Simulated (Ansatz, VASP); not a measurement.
**Two plane-wave programs on SiGe**

Contents of INCAR:

```
SYSTEM = SiGe
PREC = Accurate
ENCUT = 520
EDIFF = 1E-7
ISMEAR = 0
SIGMA = 0.03
LREAL = .False.
LASPH = .True.
NELM = 80
ALGO = Normal
ISIF = 2
LWAVE = .False.
LCHARG = .True.
GGA = PS
LELF = .True.
LVHAR = .True.
NBANDS = 26
```

Contents of KPOINTS:

```
Automatic mesh
0
Gamma
  12 12 6
  0 0 0
```

File POSCAR:

```
SiGe
1.0
    3.9005968916      0.0000000000      0.0000000000
   -1.9502984458      3.3780159980      0.0000000000
    0.0000000000      0.0000000000      6.9588642111
Si Ge
2 2
Direct
    0.6666666667      0.3333333333      0.8745463420
    0.3333333333      0.6666666667      0.3745463420
    0.6666666667      0.3333333333      0.5004526580
    0.3333333333      0.6666666667      0.0004526580
```

Input for Ansatz:

```yaml
crystal:
  lattice:
    - [3.9005968916, 0.0, 0.0]
    - [-1.9502984458, 3.378015998, 0.0]
    - [0.0, 0.0, 6.9588642111]
  atoms:
    - { symbol: Si, position: [0.6666666667, 0.3333333333, 0.874546342] }
    - { symbol: Si, position: [0.3333333333, 0.6666666667, 0.374546342] }
    - { symbol: Ge, position: [0.6666666667, 0.3333333333, 0.500452658] }
    - { symbol: Ge, position: [0.3333333333, 0.6666666667, 0.000452658] }
basis:
  ecutwfc: 420
kpoints:
  mp_grid: { grid: [12, 12, 6] }
hamiltonian:
  xc: pbesol
scf:
  occupations: { method: gaussian, width: 0.03 }
output:
  forces: true
  stress: true
  eigenvalues: true
```

Change from the starting cell: strain +0.000 along x and y, +0.080 along z, atoms carried along.

Alike in both runs: task single point; functional PBEsol; k mesh 12 × 12 × 6; occupations gaussian, width 0.03 eV; no spin polarisation.

```csv
,VASP,Ansatz
version,VASP 6.6.1,Ansatz 0.2.0
potentials or method,"VASP PAW PBE potentials, release 64 (Si, Ge_d), cutoff 520 eV","scalar-relativistic, plane waves, PAW"
valence electrons in the cell,36,36
```

Ansatz gave:

| Item | Value |
| --- | --- |
| gap on the k mesh at the Fermi level (eV) | 0.09 |
| least direct gap on the mesh (eV) | 0.09 |
| pressure (GPa) | -4.6 |
| traceless stress, the component that is largest in VASP (GPa) | -7.47 |
| rms of the force components (eV/Å) | 0.198 |

Q: Which values does VASP return?

A: gap on the k mesh at the Fermi level (eV): 0.10; least direct gap on the mesh (eV): 0.10; pressure (GPa): -4.6; traceless stress, the component that is largest in VASP (GPa): -7.49; rms of the force components (eV/Å): 0.196.

VASP's potentials were made for PBE, not for PBEsol. Atom by atom the forces differ by 0.002 eV/Å (rms over components). The functional is the same, so the differences come from potentials, cutoffs and numerics.
